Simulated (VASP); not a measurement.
Write the native input for VASP 6.6.1 that does the following.

| Quantity | Value |
| --- | --- |
| Task | single point |
| Functional | PBEsol |
| Potentials or basis | VASP PAW PBE potentials, release 64 (Au_sv_GW) |
| Cutoff | 540 eV |
| k mesh | 22 × 22 × 22 |
| Occupations | gaussian, width 0.15 eV |
| Spin | no spin polarisation |
| Dipole correction | no |
| Further INCAR settings | ALGO = Normal; EDIFF = 1e-06; NBANDS = 16 |

The structure of Au lies in POSCAR:

```
Au
1.0
   -2.2268976259      1.7029217140      1.7029217140
    1.7029217140     -2.2268976259      1.7029217140
    1.7029217140      1.7029217140     -2.2268976259
Au
1
Direct
    0.0000000000      0.0000000000      0.0000000000
```

This cell differs from its parent crystal: ratio of the length along [111] to the lengths across it x 0.6, volume and fractional coordinates fixed.

These files were run (other wordings do the same):

INCAR

```
  PREC = Accurate
  ENCUT = 540
  EDIFF = 1E-6
  ISMEAR = 0
  SIGMA = 0.15
  LREAL = F
  LASPH = T
  NELM = 120
  ALGO = Normal
  ISIF = 2
  LWAVE = F
  LCHARG = F
  GGA = PS
  NBANDS = 16
  GGA_COMPAT = F
```

KPOINTS

```
Automatic mesh
0
Gamma
  22 22 22
```

Potentials or basis: VASP PAW PBE potentials, release 64 (Au_sv_GW).

Command:

```sh
$ cat potpaw_PBE.64/Au_sv_GW/POTCAR > POTCAR
$ mpirun -np 1 vasp_std > vasp.out
```

It gave:

```json
{
 "Pressure": "108.9 GPa",
 "Band gap on the k mesh": "zero (an odd number of electrons rules out a gap without spin polarisation)"
}
```

Caveat: the cell stands under pressure; the PAW data sets were made with another functional, which shifts forces and pressure a little; spin-orbit coupling is left out, which moves the levels of the heavy elements.

It took 2.9 min on 1 thread of Intel(R) Xeon(R) 6975P-C (Granite Rapids), on a shared host, peak memory 0.44 GiB.
